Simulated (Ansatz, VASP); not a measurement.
# PdC18: VASP beside Ansatz

```
C Pd
1.0
     7.39800    0.00000    0.00000
    -3.69900    6.40686    0.00000
     0.00000    0.00000   11.00000
C Pd
18 1
Direct
  0.99249 0.00006 0.08862
  0.21509 0.11168 0.08912
  0.99002 0.33179 0.09134
  0.21399 0.44307 0.09770
  0.99190 0.66659 0.08721
  0.21414 0.78003 0.09134
  0.32573 0.00013 0.08912
  0.54833 0.11175 0.08862
  0.32668 0.33179 0.09133
  0.54892 0.44522 0.08723
  0.32684 0.66876 0.09770
  0.55080 0.78002 0.09134
  0.65931 0.00013 0.08912
  0.88150 0.11168 0.08912
  0.65905 0.33318 0.08670
  0.88121 0.44522 0.08721
  0.65960 0.66659 0.08723
  0.88177 0.77863 0.08671
  0.27025 0.55589 0.27598
```

Alike in both runs: functional LDA; k mesh 2 × 2 × 1; occupations fermi-dirac, width 0.05 eV; no spin polarisation.

Ansatz relaxed the structure, and its values are those at the end. VASP's run is a single point on that final structure, the one shown.

|  | VASP | Ansatz |
| --- | --- | --- |
| version | VASP 6.6.1 | Ansatz 0.2.0 |
| potentials or method | VASP PAW LDA potentials, release 64 (C, Pd), cutoff 520 eV | scalar-relativistic, plane waves, PAW |
| valence electrons in the cell | 82 | 90 |

```tsv
	VASP	Ansatz	Ansatz less VASP
rms of the force components (eV/Å)	0.014	0.004	-0.0102
```

LDA's correlation is that of Perdew and Zunger in VASP and of Perdew and Wang (1992) in Ansatz. VASP's potentials hold 82 valence electrons a cell and Ansatz's 90, so a difference there can come from the potentials and not from the codes.

The k mesh is coarse, so the values compare programs but aren't converged.
